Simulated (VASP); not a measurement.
A run of VASP 6.6.1 is set up as follows.

Contents of POSCAR:

```
SnS2
1.0
    3.5509321623      0.0000000000      0.0000000000
   -1.7754660812      3.0751974597      0.0000000000
    0.0000000000      0.0000000000      5.7829274312
Sn S
1 2
Direct
    0.0000000000      0.0000000000      0.0000000000
    0.3333333333      0.6666666667      0.2581193578
    0.6666666667      0.3333333333      0.7418806422
```

INCAR.step1

```
SYSTEM = SnS2
PREC = Accurate
ENCUT = 400
EDIFF = 1E-5
ISMEAR = 0
SIGMA = 0.01
LREAL = .FALSE.
LASPH = .TRUE.
NELM = 120
ALGO = Normal
ISIF = 2
LWAVE = .TRUE.
GGA = PE
NBANDS = 20
GGA_COMPAT = .FALSE.
```

File INCAR.step2:

```
SYSTEM = SnS2
PREC = Accurate
ENCUT = 400
EDIFF = 1E-6
ISMEAR = 0
SIGMA = 0.01
LREAL = .FALSE.
LASPH = .TRUE.
NELM = 120
ALGO = Normal
ISIF = 2
LWAVE = .FALSE.
LCHARG = .TRUE.
GGA = PE
LHFCALC = .TRUE.
HFSCREEN = 0.2079
PRECFOCK = Normal
LELF = .TRUE.
LVHAR = .TRUE.
ISTART = 1
NBANDS = 20
GGA_COMPAT = .FALSE.
```

KPOINTS

```
Automatic mesh
0
G
  6 6 4
  0 0 0
```

Potentials or basis: VASP PAW PBE potentials, release 64 (Sn_d, S).

Launch:

```sh
$ cat potpaw_PBE.64/Sn_d/POTCAR potpaw_PBE.64/S/POTCAR > POTCAR
$ cp INCAR.step1 INCAR
$ mpirun -np 1 vasp_std > vasp.out
$ cp INCAR.step2 INCAR
$ mpirun -np 1 vasp_std > vasp.out
```

**Question.** What does it give for the band gap on the k mesh?

**Answer.** 2.37 eV (least direct gap 2.86 eV).

**Question.** Estimate the largest force.

**Answer.** 0.262 eV/Å.

**Question.** Predict the pressure.

**Answer.** 4.8 GPa.

Stress tensor (GPa, compression positive):
```
6.28 0.00 0.00
0.00 6.28 0.00
0.00 0.00 1.95
```

Caveat: the cell differs from its parent crystal (strain -3.0%); the cell stands under pressure; the PAW data sets were made with another functional, which shifts forces and pressure a little; spin-orbit coupling is left out, which moves the levels of the heavy elements. A k mesh can miss the band edges.
